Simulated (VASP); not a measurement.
A run of VASP 6.6.1:

POSCAR

```
YCuF4
1.0
   -2.5448926102      2.5448926102      2.7676402628
    2.5448926102     -2.5448926102      2.7676402628
    2.5448926102      2.5448926102     -2.7676402628
Y Cu F
1 1 4
Direct
    0.1065212289      0.1065212289      0.0000000000
    0.6065295479      0.6065295479      0.0000000000
    0.5565390401      0.6564846955      0.5000026292
    0.0565364110      0.5565390401      0.9000543446
    0.6564846955      0.1564820664      0.0999456554
    0.1564820664      0.0565364110      0.4999973708
```

INCAR.step1

```
SYSTEM = YCuF4
ALGO = Normal
EDIFF = 1E-5
ENCUT = 660
GGA = PE
GGA_COMPAT = .False.
ISMEAR = -1
LASPH = .True.
LCHARG = .False.
LREAL = .False.
LWAVE = .True.
NBANDS = 34
NELM = 120
PREC = Accurate
SIGMA = 0.03
```

INCAR.step2

```
SYSTEM = YCuF4
ALGO = Normal
BPARAM = 11.95
CPARAM = 0.0093
EDIFF = 1E-6
ENCUT = 660
GGA_COMPAT = .False.
ISIF = 2
ISMEAR = -1
ISTART = 1
IVDW_NL = 2
LASPH = .True.
LCHARG = .False.
LMIXTAU = .True.
LREAL = .False.
LUSE_VDW = .True.
LWAVE = .False.
METAGGA = R2SCAN
NBANDS = 34
NELM = 120
PREC = Accurate
SIGMA = 0.03
```

The input KPOINTS:

```
k-points
0
Gamma
  6 6 6
  0 0 0
```

Potentials or basis: VASP PAW PBE potentials, release 64 (Y_sv, Cu, F).

Run with:

```console
$ cat potpaw_PBE.64/Y_sv/POTCAR potpaw_PBE.64/Cu/POTCAR potpaw_PBE.64/F/POTCAR > POTCAR
$ cp INCAR.step1 INCAR
$ mpirun -np 1 vasp_std > vasp.out
$ cp INCAR.step2 INCAR
$ mpirun -np 1 vasp_std > vasp.out
```

Hardware: 1 thread of Oxide Virtual Turin-like Processor, on a shared host.

Question: How long does it take, and how much memory?

Answer: Wall time 14 min on 1 thread of Oxide Virtual Turin-like Processor, with other jobs on the host, peak memory 0.53 GiB. Counts: k points 36.
